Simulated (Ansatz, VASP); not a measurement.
As: VASP beside Ansatz

INCAR

```
PREC = Accurate
ENCUT = 520
EDIFF = 1E-6
ISMEAR = 0
SIGMA = 0.1
LREAL = F
LASPH = T
NELM = 80
ALGO = Normal
ISIF = 2
LWAVE = F
LCHARG = T
GGA = PE
LELF = T
LVHAR = T
NBANDS = 12
```

Contents of KPOINTS:

```
Automatic mesh
0
Gamma
  15 15 15
```

The input POSCAR:

```
As
1.0
    1.8476997292      1.0667699361      3.2171914215
   -1.8476997292      1.0667699361      3.2171914215
    0.0000000000     -2.1335398721      3.2171914215
As
2
Direct
    0.2131959670      0.2131959670      0.2131959670
    0.7868040330      0.7868040330      0.7868040330
```

Input for Ansatz:

```yaml
crystal:
  lattice:
    - [1.8476997292, 1.0667699361, 3.2171914215]
    - [-1.8476997292, 1.0667699361, 3.2171914215]
    - [0.0, -2.1335398721, 3.2171914215]
  atoms:
    - { symbol: As, position: [0.213195967, 0.213195967, 0.213195967] }
    - { symbol: As, position: [0.786804033, 0.786804033, 0.786804033] }
basis:
  ecutwfc: 420
kpoints:
  mp_grid: { grid: [15, 15, 15] }
hamiltonian:
  xc: pbe
scf:
  occupations: { method: gaussian, width: 0.1 }
output:
  forces: true
  stress: true
  eigenvalues: true
  populations: true
```

Alike in both runs: task single point; functional PBE; k mesh 15 × 15 × 15; occupations gaussian, width 0.1 eV; no spin polarisation.

```csv
,VASP,Ansatz
version,VASP 6.6.1,Ansatz 0.2.0
potentials or method,"VASP PAW PBE potentials, release 64 (As), cutoff 520 eV","scalar-relativistic, plane waves, PAW"
valence electrons in the cell,10,30
```

```csv
,VASP,Ansatz,Ansatz less VASP
gap on the k mesh at the Fermi level (eV),none,none,-
pressure (GPa),25.1,24.2,-0.90
"traceless stress, the component that is largest in VASP (GPa)",-7.48,-6.87,+0.611
rms of the force components (eV/Å),2.147,2.096,-0.0509
```

Atom by atom the forces differ by 0.051 eV/Å (rms over components). A gap of «none» marks a metal or a gap that the smearing closes. VASP's potentials hold 10 valence electrons a cell and Ansatz's 30, so a difference there can come from the potentials and not from the codes.
